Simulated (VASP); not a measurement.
Input of a VASP 6.6.1 run:

The input INCAR:

```
PREC = Accurate
ENCUT = 520
EDIFF = 1E-7
ISMEAR = 0
SIGMA = 0.02
LREAL = False
LASPH = True
NELM = 80
ALGO = Normal
ISIF = 2
LWAVE = False
LCHARG = False
GGA = PE
NBANDS = 25
```

The input KPOINTS:

```
Automatic mesh
0
Gamma
  6 6 4
```

POSCAR

```
CO2
1.0
    3.9385105136      0.0149604660     -0.0429433439
   -0.0457037553      4.0696540169      0.0118243754
   -0.5727218586     -0.0247491039      7.4430022046
C O
2 4
Direct
    0.5000000000      0.5000000000      0.5000000000
    0.5000000000      0.0000000000      0.0000000000
    0.6779172575      0.6632985878      0.5977445994
    0.3239507768      0.1616827672      0.9017464815
    0.3220827425      0.3367014122      0.4022554006
    0.6760492232      0.8383172328      0.0982535185
```

Potentials or basis: VASP PAW PBE potentials, release 64 (C, O).

Command:

```console
$ cat potpaw_PBE.64/C/POTCAR potpaw_PBE.64/O/POTCAR > POTCAR
$ mpirun -np 1 vasp_std > vasp.out
```

Estimate the pressure.

1.1 GPa.

Estimate the largest force.

0.631 eV/Å.

Stress tensor (GPa, compression positive):
```
1.00 0.00 1.32
0.00 1.11 0.01
1.32 0.01 1.25
```

Caveat: this functional lacks dispersion, which holds the molecules together, so the pressure and a relaxed volume are unreliable.
